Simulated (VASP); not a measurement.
# Gd (P6_3/mmc) in VASP: settings compared, part 2 of 2

VASP 6.6.1. Earlier steps stand in the parts before.

## Step 5: Single point, PBE, collinear spin, ferromagnetic start

This run uses another cell than the first one, of 33.10 Å³/atom.

Contents of INCAR:

```
SYSTEM = Gd
PREC = Accurate ; ENCUT = 520
EDIFF = 1E-7 ; ISMEAR = 0
SIGMA = 0.012 ; LREAL = .False.
LASPH = .True. ; NELM = 150
ALGO = Normal ; ISIF = 2
LWAVE = .False. ; LCHARG = .False.
ISPIN = 2 ; MAGMOM = 7 7
LORBIT = 11 ; LMAXMIX = 6
GGA = PE ; NBANDS = 29
```

Contents of KPOINTS:

```
Automatic mesh
0
Gamma
  8 8 5
  0 0 0
```

Contents of POSCAR:

```
Gd
1.0
    3.6360000000      0.0000000000      0.0000000000
   -1.8180000000      3.1488683682      0.0000000000
    0.0000000000      0.0000000000      5.7826000000
Gd
2
Direct
    0.6666666667      0.3333333333      0.7500000000
    0.3333333333      0.6666666667      0.2500000000
```

Potentials or basis: VASP PAW PBE potentials, release 64 (Gd).

Launch:

```console
cat potpaw_PBE.64/Gd/POTCAR > POTCAR
mpirun -np 1 vasp_std > vasp.out
```

OUTCAR:

```text
SYSTEM = Gd
   PREC = Accurate
   ENCUT = 520
   EDIFF = 1E-7
   ISMEAR = 0
   LREAL = .False.
   LASPH = .True.
   NELM = 150
   ISIF = 2
   ISPIN = 2
   LORBIT = 11
   GGA = PE

 ion  position               nearest neighbor table
   1  0.667  0.333  0.750-
   2  0.333  0.667  0.250-

  LATTYP: Found a hexagonal cell.
 ALAT       =     3.6360000000
[... 1758 lines left out ...]
  in kB        4.1063369      4.1063369      7.6678077      0.0000000      0.0000000     -0.0000000
  external PRESSURE =       5.2934938 kB  Pullay stress =       0.0000000 kB

 VOLUME and BASIS-vectors are now :
 -----------------------------------------------------------------------------
  energy-cutoff  :      520.00
  volume of cell :       66.21
      direct lattice vectors                 reciprocal lattice vectors
     3.636000000  0.000000000  0.000000000     0.275027503  0.158787203  0.000000000
    -1.818000000  3.148868368  0.000000000     0.000000000  0.317574405  0.000000000
     0.000000000  0.000000000  5.782600000     0.000000000  0.000000000  0.172932591

 POSITION                                       TOTAL-FORCE (eV/Angst)
 -----------------------------------------------------------------------------------
      1.81800      1.04962      4.33695        -0.000000     -0.000000      0.000000
     -0.00000      2.09925      1.44565         0.000000      0.000000      0.000000
 -----------------------------------------------------------------------------------
    total drift:                                0.000000     -0.000000      0.000000

  FREE ENERGIE OF THE ION-ELECTRON SYSTEM (eV)
  ---------------------------------------------------
  free  energy   TOTEN  =       -23.4114647521 eV

  energy  without entropy=      -23.4113316830  energy(sigma->0) =      -23.41139822

 total charge

# of ion       s       p       d       f       tot
--------------------------------------------------
    1        2.074   5.569   0.569   6.978  15.190
    2        2.074   5.569   0.569   6.978  15.190
--------------------------------------------------
tot          4.148  11.137   1.138  13.956  30.380

 magnetization (x)

# of ion       s       p       d       f       tot
--------------------------------------------------
    1        0.004  -0.053   0.206   6.826   6.982
    2        0.004  -0.053   0.206   6.826   6.982
--------------------------------------------------
tot          0.007  -0.106   0.412  13.651  13.965
```

OSZICAR:

```text
N       E                     dE             d eps       ncg     rms          rms(c)
DAV:   1     0.258013033643E+03    0.25801E+03   -0.12220E+04  4797   0.611E+03
DAV:   2     0.422351658698E+02   -0.21578E+03   -0.19356E+03  4833   0.425E+02
DAV:   3    -0.955078605261E+01   -0.51786E+02   -0.48517E+02  5744   0.182E+02
[... 35 lines left out ...]
DAV:  39    -0.234114588586E+02   -0.35667E-05   -0.54191E-06  6211   0.304E-02    0.581E-01
DAV:  40    -0.234114602378E+02   -0.13792E-05   -0.85978E-07  4193   0.126E-02    0.402E-01
DAV:  41    -0.234114639906E+02   -0.37528E-05   -0.23337E-06  5033   0.560E-02    0.228E-01
DAV:  42    -0.234114637187E+02    0.27189E-06   -0.22827E-06  5372   0.376E-02    0.930E-02
DAV:  43    -0.234114647560E+02   -0.10373E-05   -0.41785E-07  3894   0.228E-02    0.254E-02
DAV:  44    -0.234114647521E+02    0.39618E-08   -0.79336E-08  2414   0.721E-03
   1 F= -.23411465E+02 E0= -.23411398E+02  d E =-.133069E-03  mag=    15.1878
```

It took 6.8 min on 1 thread of Oxide Virtual Turin-like, shared host; peak memory 0.25 GiB.

What came out:

| Quantity | Value |
| --- | --- |
| Free energy | -23.4115 eV |
| Pressure | 0.5 GPa |
| Net moment | 15.19 μB per cell |
| Site moments | Gd +6.98 μB |
| Valence electrons inside the program's atomic spheres | Gd 15.19 |

Levels at points of the mesh, in eV from the Fermi level:
Spin up:
```csv
k point,band 23,band 24,band 25,band 26,band 27,band 28,band 29
"(0.00, 0.00, 0.00)",-4.81,-2.49,1.04,1.33,1.33,1.49,1.95
"(0.50, 0.00, 0.00)",-2.17,-1.74,-1.29,-0.11,1.06,1.08,1.78
```
Spin down:
```tsv
k point	band 7	band 8	band 9	band 10	band 11	band 12	band 13	band 14
(0.00, 0.00, 0.00)	-19.97	-19.96	-4.20	-1.46	0.31	0.34	0.39	0.45
(0.50, 0.00, 0.00)	-20.18	-20.06	-1.09	-0.93	-0.61	0.34	0.40	0.46
```

Caveat: spin-orbit coupling is left out, which moves the levels of the heavy elements; semilocal functionals describe open f shells poorly, which spoils levels, moments and volumes. The state reached can hang on the start; a lower one may exist.

## Step 6: Summary

```tsv
level	cell	smearing	gap on the mesh (eV)	pressure (GPa)	moment (μB)
RPBE	a = 3.710, b = 3.710, c = 5.950 Å, angles 90.0, 90.0, 120.0°, 2 atoms	fermi-dirac 0.05 eV	none	-0.2	15.35
PBE	a = 3.562, b = 3.562, c = 5.665 Å, angles 90.0, 90.0, 120.0°, 2 atoms	fermi-dirac 0.05 eV	none	3.1	15.19
PBE	a = 3.649, b = 3.649, c = 5.837 Å, angles 90.0, 90.0, 120.0°, 2 atoms	fermi-dirac 0.05 eV	none	-3.1	15.23
PBE	a = 3.636, b = 3.636, c = 5.783 Å, angles 90.0, 90.0, 120.0°, 2 atoms	gaussian 0.012 eV	none	0.5	15.19
```

Alike in all rows: task single point; potentials or basis VASP PAW PBE potentials, release 64 (Gd); spin collinear, ferromagnetic start; k mesh 8 × 8 × 5; cutoff (eV) 520.

Caveats: spin-orbit coupling is left out, which moves the levels of the heavy elements; semilocal functionals describe open f shells poorly, which spoils levels, moments and volumes; the PAW data sets were made with another functional, which shifts forces and pressure a little (at least some runs); the cell stands under pressure (at least some runs); the cell stands under tension (at least some runs).

Total energies depend on the potentials used, so only differences within one code and one set of settings carry meaning.
